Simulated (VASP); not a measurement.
# Rh (P6_3/mmc) in VASP: further runs

Rh is run at these levels: PBEsol, LDA, PBE; tasks: single point.

Program: VASP 6.6.1. These are calculated values, not measurements. Logs are shortened: lines on timing, memory, paths and dates and some standing lists are left out, and cuts for length are marked.

### 1 The cell of the first run

It takes space group P6_3/mmc (No. 194, hexagonal). Conventional cell: a = 2.731 Å, b = 2.731 Å, c = 4.428 Å, α = 90.00°, β = 90.00°, γ = 120.00°. Rh (site symmetry -6m2) has 12 Rh at 2.72 to 2.73 Å within 3.6 Å.

### 2 Single point, PBEsol, non-collinear spin, zero start, spin-orbit coupling

INCAR

```
SYSTEM = Rh
ALGO = Normal
EDIFF = 1E-7
ENCUT = 520
GGA = PS
GGA_COMPAT = .False.
ISIF = 2
ISMEAR = 0
LASPH = .True.
LCHARG = .False.
LMAXMIX = 4
LORBIT = 11
LORBMOM = .True.
LREAL = .False.
LSORBIT = .True.
LWAVE = .False.
MAGMOM = 0 0 0 0 0 0
NBANDS = 42
NELM = 150
PREC = Accurate
SIGMA = 0.17
```

KPOINTS

```
k-points
0
Gamma
  3 3 2
  0 0 0
```

POSCAR

```
Rh
1.0
    2.7309790422      0.0000000000      0.0000000000
   -1.3654895211      2.3650972278      0.0000000000
    0.0000000000      0.0000000000      4.4284890000
Rh
2
Direct
    0.6666666667      0.3333333333      0.7500000000
    0.3333333333      0.6666666667      0.2500000000
```

Potentials or basis: VASP PAW PBE potentials, release 64 (Rh_pv).

Command:

```sh
$ cat potpaw_PBE.64/Rh_pv/POTCAR > POTCAR
$ mpirun -np 1 vasp_ncl > vasp.out
```

OUTCAR:

```text
SYSTEM = Rh
   EDIFF = 1E-7
   ENCUT = 520
   GGA = PS
   ISIF = 2
   ISMEAR = 0
   LASPH = .True.
   LORBIT = 11
   LREAL = .False.
   LSORBIT = .True.
   NELM = 150
   PREC = Accurate

 ion  position               nearest neighbor table
   1  0.667  0.333  0.750-   2 2.72   2 2.72   2 2.72   2 2.72   2 2.72   2 2.72
   2  0.333  0.667  0.250-   1 2.72   1 2.72   1 2.72   1 2.72   1 2.72   1 2.72

  LATTYP: Found a hexagonal cell.
 ALAT       =     2.7309790422
 C/A-ratio  =     1.6215756077

  Lattice vectors:

 A1 = (   2.7309790422,   0.0000000000,   0.0000000000)
 A2 = (  -1.3654895211,   2.3650972278,   0.0000000000)
 A3 = (   0.0000000000,   0.0000000000,   4.4284890000)

Analysis of symmetry for initial positions (statically):
=====================================================================
 Subroutine PRICEL returns:
 Original cell was already a primitive cell.

 Routine SETGRP: Setting up the symmetry group for a
 hexagonal supercell.

 Subroutine GETGRP returns: Found 24 space group operations
 (whereof 12 operations were pure point group operations)
 out of a pool of 24 trial point group operations.

The static configuration has the point symmetry D_3d.
 The point group associated with its full space group is D_6h.

Analysis of symmetry for dynamics (positions and initial velocities):
=====================================================================
 Subroutine PRICEL returns:
 Original cell was already a primitive cell.

 Routine SETGRP: Setting up the symmetry group for a
 hexagonal supercell.

 Subroutine GETGRP returns: Found 24 space group operations
 (whereof 12 operations were pure point group operations)
 out of a pool of 24 trial point group operations.

The dynamic configuration has the point symmetry D_3d.
 The point group associated with its full space group is D_6h.

Analysis of structural, dynamic, and magnetic symmetry:
=====================================================================
 Subroutine PRICEL returns:
 Original cell was already a primitive cell.

 Routine SETGRP: Setting up the symmetry group for a
 hexagonal supercell.

 Subroutine GETGRP returns: Found 24 space group operations
 (whereof 12 operations were pure point group operations)
 out of a pool of 24 trial point group operations.

The overall configuration has the point symmetry D_3d.
 The point group associated with its full space group is D_6h.

 Subroutine INISYM returns: Found 24 space group operations
 (whereof 12 operations are pure point group operations),
 and found     1 'primitive' translations

----------------------------------------------------------------------------------------

                                     Primitive cell

  volume of cell :      28.6037

  direct lattice vectors                    reciprocal lattice vectors
     2.730979042  0.000000000  0.000000000     0.366169049  0.211407799  0.000000000
    -1.365489521  2.365097228  0.000000000     0.000000000  0.422815599  0.000000000
     0.000000000  0.000000000  4.428489000     0.000000000  0.000000000  0.225810655

  length of vectors
     2.730979042  2.730979042  4.428489000     0.422815599  0.422815599  0.225810655

  position of ions in fractional coordinates (direct lattice)
     0.666666667  0.333333333  0.750000000
     0.333333333  0.666666667  0.250000000

  ion indices of the primitive-cell ions
   primitive index   ion index
                 1           1
                 2           2

----------------------------------------------------------------------------------------

 KPOINTS: k-points

Automatic generation of k-mesh.
 Grid dimensions read from file:
 generate k-points for:    3    3    2

 Generating k-lattice:

  Cartesian coordinates                     Fractional coordinates (reciprocal lattice)
     0.122056350  0.070469266  0.000000000     0.333333333  0.000000000  0.000000000
     0.000000000  0.140938533  0.000000000     0.000000000  0.333333333  0.000000000
[... 81 lines left out ...]

 number of electron      30.0000009 magnetization       0.0000000      0.0000000     -0.0000000

 Free energy of the ion-electron system (eV)
  ---------------------------------------------------
  ext. energy  EPLUGINS =         0.00000000
  ---------------------------------------------------
  free energy    TOTEN  =       -15.43614177 eV

  energy without entropy =      -15.31478896  energy(sigma->0) =      -15.37546536

 E-fermi :  11.0707     XC(G=0): -13.9642

 val. band max:       11.0545106085   @ k =   0.3333   0.0000   0.0000
 cond. band min:      11.1157489935   @ k =   0.0000   0.0000   0.0000
 fundamental gap:      0.0612383850
 Fermi energy:        11.0706987513

 k-point     1 :       0.0000    0.0000    0.0000
  band No.  band energies     occupation
      1     -38.0335      1.00000
      2     -38.0335      1.00000
      3     -37.7659      1.00000
      4     -37.7659      1.00000
      5     -34.4692      1.00000
      6     -34.4692      1.00000
[... 259 lines left out ...]
     41      21.0342      0.00000
     42      21.0894      0.00000

------------------------ aborting loop because EDIFF is reached ----------------------------------------

  FORCE on cell =-STRESS in cart. coord.  units (eV):
  Direction    XX          YY          ZZ          XY          YZ          ZX
  --------------------------------------------------------------------------------------
  -------------------------------------------------------------------------------------
  Total        2.1152482      2.1152482     -6.0946874      0.0000000     -0.0000000     -0.0000000
  in kB      118.4810753    118.4810753   -341.3807935      0.0000000     -0.0000000     -0.0000000
  external PRESSURE =     -34.8062143 kB  Pullay stress =       0.0000000 kB

 VOLUME and BASIS-vectors are now :
 -----------------------------------------------------------------------------
  energy-cutoff  :      520.00
  volume of cell :       28.60
      direct lattice vectors                 reciprocal lattice vectors
     2.730979042  0.000000000  0.000000000     0.366169049  0.211407799  0.000000000
    -1.365489521  2.365097228  0.000000000     0.000000000  0.422815599  0.000000000
     0.000000000  0.000000000  4.428489000     0.000000000  0.000000000  0.225810655

 POSITION                                       TOTAL-FORCE (eV/Angst)
 -----------------------------------------------------------------------------------
      1.36549      0.78837      3.32137        -0.000000      0.000000     -0.000000
     -0.00000      1.57673      1.10712         0.000000     -0.000000      0.000000
 -----------------------------------------------------------------------------------
    total drift:                                0.000000     -0.000000      0.000000

  FREE ENERGIE OF THE ION-ELECTRON SYSTEM (eV)
  ---------------------------------------------------
  free  energy   TOTEN  =       -15.4361417700 eV

  energy  without entropy=      -15.3147889567  energy(sigma->0) =      -15.37546536

 orbital moment (x)

 # of ion     p       d       tot
 ----------------------------------------
  1        -0.000   0.000   0.000
  2        -0.000  -0.000  -0.000
 ----------------------------------------
           -0.000   0.000   0.000

 orbital moment (y)

 # of ion     p       d       tot
 ----------------------------------------
  1         0.000  -0.000  -0.000
  2        -0.000  -0.000  -0.000
 ----------------------------------------
            0.000  -0.000  -0.000

 orbital moment (z)

 # of ion     p       d       tot
 ----------------------------------------
  1         0.000   0.000   0.000
  2         0.000   0.000   0.000
 ----------------------------------------
            0.000   0.000   0.000

 Spin-Orbit-Coupling matrix elements

 Ion:    1  E_soc:     -0.3364181
 l=   1
     0.0000000    -0.0414373    -0.0420569
    -0.0414373     0.0000000    -0.0414373
    -0.0420569    -0.0414373     0.0000000
 l=   2
     0.0000000    -0.0024181     0.0000000    -0.0024181    -0.0162256
    -0.0024181     0.0000000    -0.0072031    -0.0029735    -0.0024181
     0.0000000    -0.0072031     0.0000000    -0.0072031     0.0000000
    -0.0024181    -0.0029735    -0.0072031     0.0000000    -0.0024181
    -0.0162256    -0.0024181     0.0000000    -0.0024181     0.0000000
 l=   3
     0.0000000     0.0000000     0.0000000     0.0000000     0.0000000     0.0000000     0.0000000
     0.0000000     0.0000000     0.0000000     0.0000000     0.0000000     0.0000000     0.0000000
     0.0000000     0.0000000     0.0000000     0.0000000     0.0000000     0.0000000     0.0000000
     0.0000000     0.0000000     0.0000000     0.0000000     0.0000000     0.0000000     0.0000000
     0.0000000     0.0000000     0.0000000     0.0000000     0.0000000     0.0000000     0.0000000
     0.0000000     0.0000000     0.0000000     0.0000000     0.0000000     0.0000000     0.0000000
     0.0000000     0.0000000     0.0000000     0.0000000     0.0000000     0.0000000     0.0000000

 Ion:    2  E_soc:     -0.3364181
 l=   1
     0.0000000    -0.0414373    -0.0420569
    -0.0414373     0.0000000    -0.0414373
    -0.0420569    -0.0414373     0.0000000
 l=   2
     0.0000000    -0.0024181     0.0000000    -0.0024181    -0.0162256
    -0.0024181     0.0000000    -0.0072031    -0.0029735    -0.0024181
     0.0000000    -0.0072031     0.0000000    -0.0072031     0.0000000
    -0.0024181    -0.0029735    -0.0072031     0.0000000    -0.0024181
    -0.0162256    -0.0024181     0.0000000    -0.0024181     0.0000000
 l=   3
     0.0000000     0.0000000     0.0000000     0.0000000     0.0000000     0.0000000     0.0000000
     0.0000000     0.0000000     0.0000000     0.0000000     0.0000000     0.0000000     0.0000000
     0.0000000     0.0000000     0.0000000     0.0000000     0.0000000     0.0000000     0.0000000
     0.0000000     0.0000000     0.0000000     0.0000000     0.0000000     0.0000000     0.0000000
     0.0000000     0.0000000     0.0000000     0.0000000     0.0000000     0.0000000     0.0000000
     0.0000000     0.0000000     0.0000000     0.0000000     0.0000000     0.0000000     0.0000000
     0.0000000     0.0000000     0.0000000     0.0000000     0.0000000     0.0000000     0.0000000

 total charge

# of ion       s       p       d       tot
------------------------------------------
    1        0.391   6.302   7.013  13.707
    2        0.391   6.302   7.013  13.707
--------------------------------------------------
tot          0.783  12.604  14.027  27.413

 magnetization (x)

# of ion       s       p       d       tot
------------------------------------------
    1       -0.000  -0.000  -0.000  -0.000
    2        0.000   0.000   0.000   0.000
--------------------------------------------------
tot         -0.000   0.000   0.000  -0.000

 magnetization (y)

# of ion       s       p       d       tot
------------------------------------------
    1        0.000   0.000   0.000   0.000
    2        0.000   0.000   0.000   0.000
--------------------------------------------------
tot          0.000   0.000   0.000   0.000

 magnetization (z)

# of ion       s       p       d       tot
------------------------------------------
    1        0.000   0.000   0.000   0.000
    2        0.000   0.000   0.000   0.000
--------------------------------------------------
tot          0.000   0.000   0.000   0.000
```

Wall time 14 s (1 thread of AMD EPYC 9R45 (Zen 5), shared host); peak memory 0.16 GiB.

What came out:

```
Free energy                                           : -15.4361 eV
Pressure                                              : -3.5 GPa
Net moment                                            : 0.00 μB per cell
Valence electrons inside the program's atomic spheres : Rh 13.71
```

Stress tensor (GPa, compression positive):
```
 11.85   0.00   0.00
  0.00  11.85   0.00
  0.00   0.00 -34.14
```

Moments on the atoms (μB; x, y, z):
```
Rh  0.00 0.00 0.00
Rh  0.00 0.00 0.00
```

Caveat: the k points lie up to 0.89 Å⁻¹ apart; the PAW data sets were made with another functional, which shifts forces and pressure a little.

(Continued in part 2 of 2.)
